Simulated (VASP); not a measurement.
# BAs (F-43m) in VASP: settings compared

The runs below take BAs through single point, with PBE, r2SCAN, HSE06, PBE0.

All numbers are computed with VASP 6.6.1; they aren't measurements. Logs are shortened: lines on timing, memory, paths and dates and some standing lists are left out, and cuts for length are marked.

### Step 1. The cell of the first run

Symmetry: F-43m, No. 216, cubic system. Conventional cell: a = 4.784 Å, b = 4.784 Å, c = 4.784 Å, α = 90.00°, β = 90.00°, γ = 90.00°. Within 2.7 Å of B (site symmetry -43m) lie 4 As at 2.07 Å. As (site symmetry -43m) has 4 B at 2.07 Å within 2.7 Å.

### Step 2. Single point, PBE

INCAR

```
PREC = Accurate ; ENCUT = 520
EDIFF = 1E-6 ; ISMEAR = 0
SIGMA = 0.01 ; LREAL = False
LASPH = True ; NELM = 60
ALGO = Normal ; ISIF = 2
LWAVE = False ; LCHARG = True
GGA = PE ; LELF = True
LVHAR = True ; NBANDS = 11
```

KPOINTS

```
regular mesh
0
Gamma
  6 6 6
```

POSCAR

```
BAs
1.0
    0.0000000000      2.3918674372      2.3918674372
    2.3918674372      0.0000000000      2.3918674372
    2.3918674372      2.3918674372      0.0000000000
B As
1 1
Direct
    0.2500000000      0.2500000000      0.2500000000
    0.0000000000      0.0000000000      0.0000000000
```

Potentials or basis: VASP PAW PBE potentials, release 64 (B, As).

Command:

```sh
cat potpaw_PBE.64/B/POTCAR potpaw_PBE.64/As/POTCAR > POTCAR
mpirun -np 1 vasp_std > vasp.out
```

OUTCAR:

```text
PREC = Accurate
   ENCUT = 520
   EDIFF = 1E-6
   ISMEAR = 0
   LREAL = False
   LASPH = True
   NELM = 60
   ISIF = 2
   GGA = PE

 ion  position               nearest neighbor table
   1  0.250  0.250  0.250-   2 2.07   2 2.07   2 2.07   2 2.07
   2  0.000  0.000  0.000-   1 2.07   1 2.07   1 2.07   1 2.07

  LATTYP: Found a face centered cubic cell.
 ALAT       =     4.7837348744

  Lattice vectors:

 A1 = (   0.0000000000,   2.3918674372,   2.3918674372)
 A2 = (   2.3918674372,   0.0000000000,   2.3918674372)
 A3 = (   2.3918674372,   2.3918674372,   0.0000000000)

Analysis of symmetry for initial positions (statically):
=====================================================================
 Subroutine PRICEL returns:
 Original cell was already a primitive cell.

 Routine SETGRP: Setting up the symmetry group for a
 face centered cubic supercell.

 Subroutine GETGRP returns: Found 24 space group operations
 (whereof 24 operations were pure point group operations)
 out of a pool of 48 trial point group operations.

The static configuration has the point symmetry T_d .

Analysis of symmetry for dynamics (positions and initial velocities):
=====================================================================
 Subroutine PRICEL returns:
 Original cell was already a primitive cell.

 Routine SETGRP: Setting up the symmetry group for a
 face centered cubic supercell.

 Subroutine GETGRP returns: Found 24 space group operations
 (whereof 24 operations were pure point group operations)
 out of a pool of 48 trial point group operations.

The dynamic configuration has the point symmetry T_d .

 Subroutine INISYM returns: Found 24 space group operations
 (whereof 24 operations are pure point group operations),
 and found     1 'primitive' translations

----------------------------------------------------------------------------------------

                                     Primitive cell

  volume of cell :      27.3679

  direct lattice vectors                    reciprocal lattice vectors
     0.000000000  2.391867437  2.391867437    -0.209041685  0.209041685  0.209041685
     2.391867437  0.000000000  2.391867437     0.209041685 -0.209041685  0.209041685
     2.391867437  2.391867437  0.000000000     0.209041685  0.209041685 -0.209041685

  length of vectors
     3.382611369  3.382611369  3.382611369     0.362070820  0.362070820  0.362070820

  position of ions in fractional coordinates (direct lattice)
     0.250000000  0.250000000  0.250000000
     0.000000000  0.000000000  0.000000000

  ion indices of the primitive-cell ions
   primitive index   ion index
                 1           1
                 2           2

----------------------------------------------------------------------------------------

 KPOINTS: regular mesh

Automatic generation of k-mesh.
 Grid dimensions read from file:
 generate k-points for:    6    6    6

 Generating k-lattice:

  Cartesian coordinates                     Fractional coordinates (reciprocal lattice)
    -0.034840281  0.034840281  0.034840281     0.166666667  0.000000000  0.000000000
     0.034840281 -0.034840281  0.034840281     0.000000000  0.166666667  0.000000000
     0.034840281  0.034840281 -0.034840281     0.000000000  0.000000000  0.166666667

  Length of vectors
     0.060345137  0.060345137  0.060345137

  Shift w.r.t. Gamma in fractional coordinates (k-lattice)
     0.000000000  0.000000000  0.000000000

 Subroutine IBZKPT returns following result:
 ===========================================

 Found     16 irreducible k-points:

 Following reciprocal coordinates:
            Coordinates               Weight
  0.000000  0.000000  0.000000      1.000000
  0.166667  0.000000  0.000000      8.000000
  0.333333  0.000000  0.000000      8.000000
  0.500000  0.000000  0.000000      4.000000
  0.166667  0.166667  0.000000      6.000000
  0.333333  0.166667  0.000000     24.000000
[... 8 lines left out ...]
 -0.333333  0.333333  0.166667     24.000000
 -0.333333  0.500000  0.166667     12.000000
   k-points           NKPTS =     16   k-points in BZ     NKDIM =     16   number of bands    NBANDS=     11
   number of dos      NEDOS =    301   number of ions     NIONS =      2
   total plane-waves  NPLWV =  21952
   dimension x,y,z NGX =    28 NGY =   28 NGZ =   28
   dimension x,y,z NGXF=    56 NGYF=   56 NGZF=   56
   ions per type =               1   1
   NGX,Y,Z   is equivalent  to a cutoff of  13.76, 13.76, 13.76 a.u.
   NGXF,Y,Z  is equivalent  to a cutoff of  27.52, 27.52, 27.52 a.u.
 SYSTEM =  unknown system
   PREC   = accura    normal or accurate (medium, high low for compatibility)
   ISTART =      0    job   : 0-new  1-cont  2-samecut
   ICHARG =      2    charge: 1-file 2-atom 10-const
   ISPIN  =      1    spin polarized calculation?
   LNONCOLLINEAR =      F non collinear calculations
   LSORBIT =      F    spin-orbit coupling
   LASPH  =      T    aspherical Exc in radial PAW
   ENCUT  =  520.0 eV  38.22 Ry    6.18 a.u.   6.29  6.29  6.29*2*pi/ulx,y,z
   NELM   =     60;   NELMIN=  2; NELMDL= -5     # of ELM steps
   EDIFF  = 0.1E-05   stopping-criterion for ELM
   LREAL  =      F    real-space projection
   EDIFFG = 0.1E-04   stopping-criterion for IOM
   NSW    =      0    number of steps for IOM
   IBRION =     -1    ionic relax: 0-MD 1-quasi-New 2-CG
   NFREE  =      0    steps in history (QN), initial steepest desc. (CG)
   ISIF   =      2    stress and relaxation
   ISYM   =      2    0-nonsym 1-usesym 2-fastsym
   POTIM  = 0.5000    time-step for ionic-motion
   TEBEG  =    0.0;   TEEND  =   0.0 temperature during run
   PSTRESS=    0.0 pullay stress
   NELECT =       8.0000    total number of electrons
   NUPDOWN=      -1.0000    fix difference up-down
   EMIN   =  10.00;   EMAX   =-10.00  energy-range for DOS
   EFERMI =   0.00;   METHOD = LEGACY
   ISMEAR =     0;   SIGMA  =   0.01  broadening in eV -4-tet -1-fermi 0-gaus
   EFERMI_NEDOS =   21; number of points for ismear=-14 and -15
   IALGO  =     38    algorithm
   IMIX   =      4    mixing-type and parameters
     AMIX     =   0.40;   BMIX     =  1.00
     AMIX_MAG =   1.60;   BMIX_MAG =  1.00
  volume/ion in A,a.u.               =      13.68        92.34
  Fermi-wavevector in a.u.,A,eV,Ry     =   1.086487  2.053162 16.061041  1.180453
  Thomas-Fermi vector in A             =   2.222624
   LORBIT       =      0    0 simple, 1 ext, 2 COOP (PROOUT), +10 PAW based schemes
   GGA     = PE    functional components
   LHFCALC =     F    Hartree Fock is set to
   AEXX    =    0.0000 exact exchange contribution
   IVDW    =     0    specifies the selected vdW correction
   LEPSILON=     F    determine dielectric tensor
   LRPA    =     F    only Hartree local field effects (RPA)
 non-spin polarized calculation
 Gauss-broadening in eV      SIGMA  =   0.01
  energy-cutoff  :      520.00
  volume of cell :       27.37
 maximum number of plane-waves:       754
 NGX is ok and might be reduce to    28
   NGX = 13   NGY = 13   NGZ = 13

 number of electron       8.0000000 magnetization

 Free energy of the ion-electron system (eV)
  ---------------------------------------------------
  ext. energy  EPLUGINS =         0.00000000
  ---------------------------------------------------
  free energy    TOTEN  =       -11.38994482 eV

  energy without entropy =      -11.38994482  energy(sigma->0) =      -11.38994482

 E-fermi :   6.1352     XC(G=0): -10.5627

 val. band max:        6.0859208131   @ k =   0.0000   0.0000   0.0000
 cond. band min:       7.3618933463   @ k =   0.3333   0.3333   0.0000
 fundamental gap:      1.2759725331
 Fermi energy:         6.1351760063

 k-point     1 :       0.0000    0.0000    0.0000
  band No.  band energies     occupation
      1      -9.2787      2.00000
      2       6.0859      2.00000
      3       6.0859      2.00000
      4       6.0859      2.00000
      5       9.3545      0.00000
      6       9.3545      0.00000
      7       9.3545      0.00000
      8      10.7195      0.00000
      9      15.6472      0.00000
     10      19.0153      0.00000
     11      19.0153      0.00000

 k-point     2 :       0.1667    0.0000    0.0000
  band No.  band energies     occupation
      1      -8.8276      2.00000
      2       3.1336      2.00000
      3       5.4069      2.00000
      4       5.4069      2.00000
      5       9.3667      0.00000
      6      10.2381      0.00000
      7      10.2381      0.00000
      8      12.6980      0.00000
      9      17.0631      0.00000
     10      17.3623      0.00000
     11      17.3623      0.00000

 k-point     3 :       0.3333    0.0000    0.0000
  band No.  band energies     occupation
      1      -7.5671      2.00000
      2      -0.6369      2.00000
      3       4.5754      2.00000
      4       4.5754      2.00000
      5       8.9249      0.00000
      6      10.9042      0.00000
      7      10.9042      0.00000
      8      14.7473      0.00000
      9      17.5512      0.00000
     10      18.0910      0.00000
     11      18.0910      0.00000

 k-point     4 :       0.5000    0.0000    0.0000
  band No.  band energies     occupation
      1      -6.4220      2.00000
      2      -2.6741      2.00000
      3       4.2707      2.00000
      4       4.2707      2.00000
      5       8.7525      0.00000
      6      10.8586      0.00000
      7      10.8586      0.00000
      8      14.9409      0.00000
      9      18.7707      0.00000
     10      20.6226      0.00000
     11      20.6226      0.00000
[... 127 lines left out ...]
 k-point    14 :       0.5000    0.3333    0.1667
  band No.  band energies     occupation
      1      -6.4911      2.00000
      2      -0.6568      2.00000
      3       1.2306      2.00000
      4       2.8827      2.00000
      5       9.8589      0.00000
      6      11.2661      0.00000
      7      11.9309      0.00000
      8      15.0987      0.00000
      9      17.5079      0.00000
     10      19.7825      0.00000
     11      22.1251      0.00000

 k-point    15 :      -0.3333    0.3333    0.1667
  band No.  band energies     occupation
      1      -5.4705      2.00000
      2      -1.9424      2.00000
      3       0.6907      2.00000
      4       2.2380      2.00000
      5      10.4108      0.00000
      6      11.3089      0.00000
      7      13.5159      0.00000
      8      14.9577      0.00000
      9      16.3092      0.00000
     10      20.5093      0.00000
     11      22.3123      0.00000

 k-point    16 :      -0.3333    0.5000    0.1667
  band No.  band energies     occupation
      1      -4.9934      2.00000
      2      -2.1019      2.00000
      3       0.9535      2.00000
      4       1.1485      2.00000
      5       9.8541      0.00000
      6      10.0646      0.00000
      7      14.7033      0.00000
      8      14.9488      0.00000
      9      18.3580      0.00000
     10      21.6917      0.00000
     11      21.8841      0.00000

------------------------ aborting loop because EDIFF is reached ----------------------------------------

  FORCE on cell =-STRESS in cart. coord.  units (eV):
  Direction    XX          YY          ZZ          XY          YZ          ZX
  --------------------------------------------------------------------------------------
  -------------------------------------------------------------------------------------
  Total        0.4866530      0.4866530      0.4866530      0.0000000     -0.0000000     -0.0000000
  in kB       28.4897531     28.4897531     28.4897531      0.0000000     -0.0000000     -0.0000000
  external PRESSURE =      28.4897531 kB  Pullay stress =       0.0000000 kB

 VOLUME and BASIS-vectors are now :
 -----------------------------------------------------------------------------
  energy-cutoff  :      520.00
  volume of cell :       27.37
      direct lattice vectors                 reciprocal lattice vectors
     0.000000000  2.391867437  2.391867437    -0.209041685  0.209041685  0.209041685
     2.391867437  0.000000000  2.391867437     0.209041685 -0.209041685  0.209041685
     2.391867437  2.391867437  0.000000000     0.209041685  0.209041685 -0.209041685

 POSITION                                       TOTAL-FORCE (eV/Angst)
 -----------------------------------------------------------------------------------
      1.19593      1.19593      1.19593         0.000000      0.000000      0.000000
      0.00000      0.00000      0.00000        -0.000000     -0.000000     -0.000000
 -----------------------------------------------------------------------------------
    total drift:                                0.000000      0.000000      0.000000

  FREE ENERGIE OF THE ION-ELECTRON SYSTEM (eV)
  ---------------------------------------------------
  free  energy   TOTEN  =       -11.3899448206 eV

  energy  without entropy=      -11.3899448206  energy(sigma->0) =      -11.38994482
```

Wall time 5.2 s (1 thread of Intel Xeon Platinum 8375C at 2.90GHz (Ice Lake), shared host); peak memory 0.15 GiB.

What came out:

```
Free energy            : -11.3899 eV
Pressure               : 2.8 GPa
Band gap on the k mesh : 1.28 eV, indirect (least direct gap 3.27 eV)
```

Levels at points of the mesh, in eV from the valence-band top:
| k point | band 1 | band 2 | band 3 | band 4 | band 5 | band 6 | band 7 | band 8 | band 9 |
| --- | --- | --- | --- | --- | --- | --- | --- | --- | --- |
| (0.00, 0.00, 0.00) | -15.36 | 0.00 | 0.00 | 0.00 | 3.27 | 3.27 | 3.27 | 4.63 | 9.56 |
| (0.50, 0.00, 0.00) | -12.51 | -8.76 | -1.82 | -1.82 | 2.67 | 4.77 | 4.77 | 8.86 | 12.68 |
| (0.50, 0.50, 0.00) | -11.20 | -8.51 | -4.06 | -4.06 | 1.43 | 1.44 | 11.33 | 11.33 | 12.83 |

A k mesh can miss the band edges. Expect the measured gap to be larger: semilocal functionals such as PBE lack the derivative discontinuity.

### Step 3. Single point, PBE

INCAR

```
SYSTEM = BAs
PREC     = Accurate       ! precision mode
ENCUT    = 520            ! plane-wave cutoff, eV
EDIFF    = 1E-6           ! SCF threshold, eV
ISMEAR   = 0              ! smearing method
SIGMA    = 0.01           ! smearing width, eV
LREAL    = .FALSE.        ! projectors in reciprocal space
LASPH    = .TRUE.         ! aspherical terms in the spheres
NELM     = 60             ! most SCF steps
ALGO     = Normal         ! electronic algorithm
ISIF     = 2              ! what is computed and relaxed
LWAVE    = .FALSE.        ! write WAVECAR
LCHARG   = .FALSE.        ! write CHGCAR
GGA      = PE             ! functional
NBANDS   = 11             ! bands
```

KPOINTS

```
Automatic mesh
0
G
  6 6 6
  0 0 0
```

POSCAR is that of step 2.

Potentials or basis: VASP PAW PBE potentials, release 64 (B, As).

Command:

```sh
cat potpaw_PBE.64/B/POTCAR potpaw_PBE.64/As/POTCAR > POTCAR
mpirun -np 1 vasp_std > vasp.out
```

OUTCAR:

```text
SYSTEM = BAs
   PREC = Accurate
   ENCUT = 520
   EDIFF = 1E-6
   ISMEAR = 0
   LREAL = .FALSE.
   LASPH = .TRUE.
   NELM = 60
   ISIF = 2
   GGA = PE

 ion  position               nearest neighbor table
   1  0.250  0.250  0.250-   2 2.07   2 2.07   2 2.07   2 2.07
   2  0.000  0.000  0.000-   1 2.07   1 2.07   1 2.07   1 2.07

  LATTYP: Found a face centered cubic cell.
 ALAT       =     4.7837348744

  Lattice vectors:

 A1 = (   0.0000000000,   2.3918674372,   2.3918674372)
[... 399 lines left out ...]

------------------------ aborting loop because EDIFF is reached ----------------------------------------

  FORCE on cell =-STRESS in cart. coord.  units (eV):
  Direction    XX          YY          ZZ          XY          YZ          ZX
  --------------------------------------------------------------------------------------
  -------------------------------------------------------------------------------------
  Total        0.4866530      0.4866530      0.4866530      0.0000000     -0.0000000     -0.0000000
  in kB       28.4897531     28.4897531     28.4897531      0.0000000     -0.0000000     -0.0000000
  external PRESSURE =      28.4897531 kB  Pullay stress =       0.0000000 kB

 VOLUME and BASIS-vectors are now :
 -----------------------------------------------------------------------------
  energy-cutoff  :      520.00
  volume of cell :       27.37
      direct lattice vectors                 reciprocal lattice vectors
     0.000000000  2.391867437  2.391867437    -0.209041685  0.209041685  0.209041685
     2.391867437  0.000000000  2.391867437     0.209041685 -0.209041685  0.209041685
     2.391867437  2.391867437  0.000000000     0.209041685  0.209041685 -0.209041685

 POSITION                                       TOTAL-FORCE (eV/Angst)
 -----------------------------------------------------------------------------------
      1.19593      1.19593      1.19593         0.000000      0.000000      0.000000
      0.00000      0.00000      0.00000        -0.000000     -0.000000     -0.000000
 -----------------------------------------------------------------------------------
    total drift:                                0.000000      0.000000      0.000000

  FREE ENERGIE OF THE ION-ELECTRON SYSTEM (eV)
  ---------------------------------------------------
  free  energy   TOTEN  =       -11.3899448206 eV

  energy  without entropy=      -11.3899448206  energy(sigma->0) =      -11.38994482
```

Wall time 4.9 s (1 thread of Intel Xeon Platinum 8375C at 2.90GHz (Ice Lake), shared host); peak memory 0.15 GiB.

What came out:

```
Free energy            : -11.3899 eV
Pressure               : 2.8 GPa
Band gap on the k mesh : 1.28 eV, indirect (least direct gap 3.27 eV)
```

Levels at points of the mesh, in eV from the valence-band top:
```
           k point  band 2  band 3  band 4  band 5  band 6  band 7
(0.00, 0.00, 0.00)    0.00    0.00    0.00    3.27    3.27    3.27
(0.50, 0.00, 0.00)   -8.76   -1.82   -1.82    2.67    4.77    4.77
(0.50, 0.50, 0.00)   -8.51   -4.06   -4.06    1.43    1.44   11.33
```

(Continued in part 2 of 3.)
